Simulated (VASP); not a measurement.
Ti, 1 atom in the cell. It takes space group Fm-3m (No. 225, cubic). The conventional cell has a = 4.007 Å, b = 4.007 Å, c = 4.007 Å, α = 90.00°, β = 90.00°, γ = 90.00°. Within 3.7 Å of Ti (site symmetry m-3m) lie 12 Ti at 2.83 Å. 

```yaml
Program: VASP 6.6.1
Task: single point
Functional: LDA
Potentials_or_basis: VASP PAW LDA potentials, release 64 (Ti_sv)
Cutoff: 520 eV
k_mesh: 14 × 14 × 14
Occupations: fermi-dirac, width 0.136057 eV
Spin: no spin polarisation
Dipole_correction: no
Further_INCAR_settings: ALGO = Normal; EDIFF = 1e-06; NBANDS = 12
```

Potentials or basis: VASP PAW LDA potentials, release 64 (Ti_sv).

The run is started by

```bash
$ cat potpaw_LDA.64/Ti_sv/POTCAR > POTCAR
$ mpirun -np 1 vasp_std > vasp.out
```

Hardware: 1 thread of Intel Xeon 6975P-C (shared host).

**Question.** How long does it take, and how much memory?

**Answer.** It took 12 s on 1 thread of Intel Xeon 6975P-C (shared host), peak memory 0.14 GiB. Counts: scf iterations 12, k points 104.
